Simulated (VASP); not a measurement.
A run of VASP 6.6.1:

The input INCAR:

```
PREC = Accurate
ENCUT = 600
EDIFF = 1E-6
ISMEAR = 0
SIGMA = 0.1
LREAL = F
LASPH = T
NELM = 100
ALGO = Normal
ISIF = 3
LWAVE = F
LCHARG = F
GGA = PE
IBRION = 2
NSW = 100
EDIFFG = -0.01
```

KPOINTS

```
Automatic mesh
0
Gamma
  10 10 10
```

POSCAR

```
BeTe3
1.0
    4.6992115800      0.0000000000      0.0000000000
    0.0000000000      4.6992115800      0.0000000000
    0.0000000000      0.0000000000      4.6992115800
Be Te
1 3
Direct
    0.0000000000      0.0000000000      0.0000000000
    0.5000000000      0.0000000000      0.5000000000
    0.0000000000      0.5000000000      0.5000000000
    0.5000000000      0.5000000000      0.0000000000
```

Potentials or basis: VASP PAW PBE potentials, release 64 (Be, Te).

Run with:

```console
$ cat potpaw_PBE.64/Be/POTCAR potpaw_PBE.64/Te/POTCAR > POTCAR
$ mpirun -np 1 vasp_std > vasp.out
```

Hardware: 1 thread of Intel(R) Xeon(R) Platinum 8488C (Sapphire Rapids), on a shared host.

Task: Estimate the wall time of this run.

Result: It took 100 s on 1 thread of Intel(R) Xeon(R) Platinum 8488C (Sapphire Rapids), with other jobs on the host, peak memory 0.31 GiB. Counts: scf iterations 25, k points 56, ion steps 3.
